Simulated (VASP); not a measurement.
Input of a VASP 6.6.1 run:

File INCAR:

```
PREC = Accurate
ENCUT = 600
EDIFF = 1E-6
ISMEAR = 0
SIGMA = 0.01
LREAL = False
LASPH = True
NELM = 100
ALGO = Normal
ISIF = 3
LWAVE = False
LCHARG = False
GGA = CA
IBRION = 2
NSW = 100
EDIFFG = -0.002
PSTRESS = 100.0
```

Contents of KPOINTS:

```
regular mesh
0
Gamma
  8 8 8
```

The input POSCAR:

```
CaO
1.0
    2.3539498185      2.3539498185      0.0000000000
   -2.3539498185      2.3539498185      0.0000000000
    0.0000000000      2.3539498185      2.3539498185
Ca O
1 1
Direct
    0.0000000000      0.0000000000      0.0000000000
    0.5000000000      0.5000000000      0.0000000000
```

Potentials or basis: VASP PAW LDA potentials, release 64 (Ca_sv, O).

Launch:

```bash
$ cat potpaw_LDA.64/Ca_sv/POTCAR potpaw_LDA.64/O/POTCAR > POTCAR
$ mpirun -np 1 vasp_std > vasp.out
```

(1) Estimate the space group after relaxing (to 0.05 Å).

(2) What does it give for the relaxed volume?

(3) What does it give for the relaxed cell?

Results:

(1) Fm-3m (No. 225).

(2) 12.28 Å³/atom.

(3) a = 3.262 Å, b = 3.262 Å, c = 3.262 Å, α = 60.00°, β = 60.00°, γ = 90.00°.

Caveat: the cell is relaxed towards a set pressure, so the enthalpy falls and the energy may rise.
